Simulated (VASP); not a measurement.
# C in VASP: settings compared, part 2 of 2

VASP 6.6.1. Earlier steps stand in the parts before.

**5. Single point, PBE+D3(BJ)**

This run uses another cell than the first one.

Contents of INCAR:

```
SYSTEM = C
PREC = Accurate
ENCUT = 520
EDIFF = 1E-7
ISMEAR = 0
SIGMA = 0.1
LREAL = .False.
LASPH = .True.
NELM = 80
ALGO = Normal
ISIF = 2
LWAVE = .False.
LCHARG = .False.
LDIPOL = .True.
IDIPOL = 3
DIPOL = 0.5 0.5 0.500
GGA = PE
IVDW = 12
NBANDS = 26
```

Contents of KPOINTS:

```
regular mesh
0
Gamma
  18 18 1
  0 0 0
```

Contents of POSCAR:

```
C
1.0
    2.4651438534      0.0000000000      0.0000000000
   -1.2325719267      2.1348772010      0.0000000000
    0.0000000000      0.0000000000     46.2216185460
C
8
Direct
    0.0000000000      0.0000000000      0.3902089530
    0.6666666667      0.3333333333      0.3902007896
    0.0000000000      0.0000000000      0.4634450947
    0.3333333333      0.6666666667      0.4634471282
    0.0000000000      0.0000000000      0.5365549053
    0.6666666667      0.3333333333      0.5365528718
    0.0000000000      0.0000000000      0.6097910470
    0.3333333333      0.6666666667      0.6097992104
```

Potentials or basis: VASP PAW PBE potentials, release 64 (C).

Command:

```sh
cat potpaw_PBE.64/C/POTCAR > POTCAR
mpirun -np 1 vasp_std > vasp.out
```

OUTCAR:

```text
SYSTEM = C
   PREC = Accurate
   ENCUT = 520
   EDIFF = 1E-7
   ISMEAR = 0
   LREAL = .False.
   LASPH = .True.
   NELM = 80
   ISIF = 2
   GGA = PE
   IVDW = 12
 IVDW          = 12

 ion  position               nearest neighbor table
   1  0.000  0.000  0.390-   2 1.42   2 1.42   2 1.42
   2  0.667  0.333  0.390-   1 1.42   1 1.42   1 1.42
   3  0.000  0.000  0.463-   4 1.42   4 1.42   4 1.42
   4  0.333  0.667  0.463-   3 1.42   3 1.42   3 1.42
   5  0.000  0.000  0.537-   6 1.42   6 1.42   6 1.42
   6  0.667  0.333  0.537-   5 1.42   5 1.42   5 1.42
   7  0.000  0.000  0.610-   8 1.42   8 1.42   8 1.42
   8  0.333  0.667  0.610-   7 1.42   7 1.42   7 1.42

  LATTYP: Found a hexagonal cell.
 ALAT       =     2.4651438534
 C/A-ratio  =    18.7500694867

  Lattice vectors:

 A1 = (   2.4651438534,   0.0000000000,   0.0000000000)
 A2 = (  -1.2325719267,   2.1348772010,   0.0000000000)
 A3 = (   0.0000000000,   0.0000000000,  46.2216185460)

Analysis of symmetry for initial positions (statically):
=====================================================================
 Subroutine PRICEL returns:
 Original cell was already a primitive cell.

 Routine SETGRP: Setting up the symmetry group for a
 hexagonal supercell.

 Subroutine GETGRP returns: Found 12 space group operations
 (whereof 12 operations were pure point group operations)
 out of a pool of 24 trial point group operations.

The static configuration has the point symmetry D_3d.

Analysis of symmetry for dynamics (positions and initial velocities):
=====================================================================
 Subroutine PRICEL returns:
 Original cell was already a primitive cell.

 Routine SETGRP: Setting up the symmetry group for a
 hexagonal supercell.

 Subroutine GETGRP returns: Found 12 space group operations
 (whereof 12 operations were pure point group operations)
 out of a pool of 24 trial point group operations.

The dynamic configuration has the point symmetry D_3d.

 Subroutine INISYM returns: Found 12 space group operations
 (whereof 12 operations are pure point group operations),
 and found     1 'primitive' translations

----------------------------------------------------------------------------------------

                                     Primitive cell

  volume of cell :     243.2542

  direct lattice vectors                    reciprocal lattice vectors
     2.465143853  0.000000000  0.000000000     0.405655840  0.234205508  0.000000000
    -1.232571927  2.134877201  0.000000000     0.000000000  0.468411017  0.000000000
     0.000000000  0.000000000 46.221618546     0.000000000  0.000000000  0.021634898

  length of vectors
     2.465143853  2.465143853 46.221618546     0.468411017  0.468411017  0.021634898

  position of ions in fractional coordinates (direct lattice)
     0.000000000  0.000000000  0.390208953
     0.666666667  0.333333333  0.390200790
     0.000000000  0.000000000  0.463445095
     0.333333333  0.666666667  0.463447128
     0.000000000  0.000000000  0.536554905
     0.666666667  0.333333333  0.536552872
     0.000000000  0.000000000  0.609791047
[... 65 lines left out ...]
 [... further k-points ...]
   k-points           NKPTS =     37   k-points in BZ     NKDIM =     37   number of bands    NBANDS=     26
   number of dos      NEDOS =    301   number of ions     NIONS =      8
   total plane-waves  NPLWV = 113400
   dimension x,y,z NGX =    18 NGY =   18 NGZ =  350
   dimension x,y,z NGXF=    36 NGYF=   36 NGZF=  700
   ions per type =               8
   NGX,Y,Z   is equivalent  to a cutoff of  12.14, 12.14, 12.59 a.u.
   NGXF,Y,Z  is equivalent  to a cutoff of  24.28, 24.28, 25.18 a.u.
 SYSTEM =  C
   PREC   = accura    normal or accurate (medium, high low for compatibility)
   ISTART =      0    job   : 0-new  1-cont  2-samecut
   ICHARG =      2    charge: 1-file 2-atom 10-const
   ISPIN  =      1    spin polarized calculation?
   LNONCOLLINEAR =      F non collinear calculations
   LSORBIT =      F    spin-orbit coupling
   LASPH  =      T    aspherical Exc in radial PAW
   ENCUT  =  520.0 eV  38.22 Ry    6.18 a.u.   4.58  4.58 85.94*2*pi/ulx,y,z
   NELM   =     80;   NELMIN=  2; NELMDL= -5     # of ELM steps
   EDIFF  = 0.1E-06   stopping-criterion for ELM
   LREAL  =      F    real-space projection
   EDIFFG = 0.1E-05   stopping-criterion for IOM
   NSW    =      0    number of steps for IOM
   IBRION =     -1    ionic relax: 0-MD 1-quasi-New 2-CG
   NFREE  =      0    steps in history (QN), initial steepest desc. (CG)
   ISIF   =      2    stress and relaxation
   ISYM   =      2    0-nonsym 1-usesym 2-fastsym
   POTIM  = 0.5000    time-step for ionic-motion
   TEBEG  =    0.0;   TEEND  =   0.0 temperature during run
   PSTRESS=    0.0 pullay stress
   NELECT =      32.0000    total number of electrons
   NUPDOWN=      -1.0000    fix difference up-down
   EMIN   =  10.00;   EMAX   =-10.00  energy-range for DOS
   EFERMI =   0.00;   METHOD = LEGACY
   ISMEAR =     0;   SIGMA  =   0.10  broadening in eV -4-tet -1-fermi 0-gaus
   EFERMI_NEDOS =   21; number of points for ismear=-14 and -15
   IALGO  =     38    algorithm
   IMIX   =      4    mixing-type and parameters
     AMIX     =   0.40;   BMIX     =  1.00
     AMIX_MAG =   1.60;   BMIX_MAG =  1.00
  volume/ion in A,a.u.               =      30.41       205.20
  Fermi-wavevector in a.u.,A,eV,Ry     =   0.832603  1.573392  9.431940  0.693228
  Thomas-Fermi vector in A             =   1.945687
   LORBIT       =      0    0 simple, 1 ext, 2 COOP (PROOUT), +10 PAW based schemes
   GGA     = PE    functional components
   LHFCALC =     F    Hartree Fock is set to
   AEXX    =    0.0000 exact exchange contribution
   IVDW    =    12    specifies the selected vdW correction
   LEPSILON=     F    determine dielectric tensor
   LRPA    =     F    only Hartree local field effects (RPA)
 non-spin polarized calculation
 Gauss-broadening in eV      SIGMA  =   0.10
  energy-cutoff  :      520.00
  volume of cell :      243.25
 maximum number of plane-waves:      6638
   NGX =  9   NGY =  9   NGZ =171

 number of electron      31.9999991 magnetization

 dipolmoment           0.000000      0.000000     -0.000000 electrons x Angstroem

 Free energy of the ion-electron system (eV)
  ---------------------------------------------------
  ext. energy  EPLUGINS =         0.00000000
  ---------------------------------------------------
  free energy    TOTEN  =       -73.72966271 eV

  energy without entropy =      -73.72826722  energy(sigma->0) =      -73.72896497

 E-fermi :  -1.6778     XC(G=0):  -3.2014

 val. band max:       -1.6873309767   @ k =   0.3333   0.3333   0.0000
 cond. band min:      -1.6682912250   @ k =   0.3333   0.3333   0.0000
 fundamental gap:      0.0190397517
 Fermi energy:        -1.6777627601

 k-point     1 :       0.0000    0.0000    0.0000
  band No.  band energies     occupation
      1     -21.2979      2.00000
      2     -21.2310      2.00000
      3     -21.1449      2.00000
      4     -21.0699      2.00000
      5     -10.0031      2.00000
      6      -9.5746      2.00000
[... 685 lines left out ...]
     25       8.3098      0.00000
     26       8.4500      0.00000

 [... further k-points ...]

------------------------ aborting loop because EDIFF is reached ----------------------------------------

 vacuum level on the upper side and lower side of the slab       (xc-potential included)        -0.076        -0.076

 Edisp (eV)   -1.09198

 E8    (eV) :    -0.3177

  FORCE on cell =-STRESS in cart. coord.  units (eV):
  Direction    XX          YY          ZZ          XY          YZ          ZX
  --------------------------------------------------------------------------------------
  -------------------------------------------------------------------------------------
  Total       0.30873     0.30873    -0.04115     0.00000     0.00000     0.00000
  in kB       2.03345     2.03345    -0.27101     0.00000     0.00000     0.00000
  external pressure =        1.27 kB  Pullay stress =        0.00 kB

 VOLUME and BASIS-vectors are now :
 -----------------------------------------------------------------------------
  energy-cutoff  :      520.00
  volume of cell :      243.25
      direct lattice vectors                 reciprocal lattice vectors
     2.465143853  0.000000000  0.000000000     0.405655840  0.234205508  0.000000000
    -1.232571927  2.134877201  0.000000000     0.000000000  0.468411017  0.000000000
     0.000000000  0.000000000 46.221618546     0.000000000  0.000000000  0.021634898

 POSITION                                       TOTAL-FORCE (eV/Angst)
 -----------------------------------------------------------------------------------
      0.00000      0.00000     18.03609         0.000000      0.000000      0.001508
      1.23257      0.71163     18.03571        -0.000000      0.000000     -0.001589
      0.00000      0.00000     21.42118        -0.000000      0.000000     -0.000213
     -0.00000      1.42325     21.42128         0.000000      0.000000      0.000324
      0.00000      0.00000     24.80044         0.000000     -0.000000      0.000213
      1.23257      0.71163     24.80034         0.000000      0.000000     -0.000324
      0.00000      0.00000     28.18553        -0.000000      0.000000     -0.001508
     -0.00000      1.42325     28.18591         0.000000     -0.000000      0.001589
 -----------------------------------------------------------------------------------
    total drift:                                0.000000     -0.000000      0.000000

  FREE ENERGIE OF THE ION-ELECTRON SYSTEM (eV)
  ---------------------------------------------------
  free  energy   TOTEN  =       -74.8216434522 eV

  energy  without entropy=      -74.8202479590  energy(sigma->0) =      -74.82094571

 vacuum level on the upper side and lower side of the slab         2.557         2.557
```

Wall time 3.7 min (1 thread of AMD EPYC 9R45 (Zen 5), shared host); peak memory 0.39 GiB.

Results:

* Free energy: -74.8216 eV
* Dispersion energy per atom: -0.136 eV
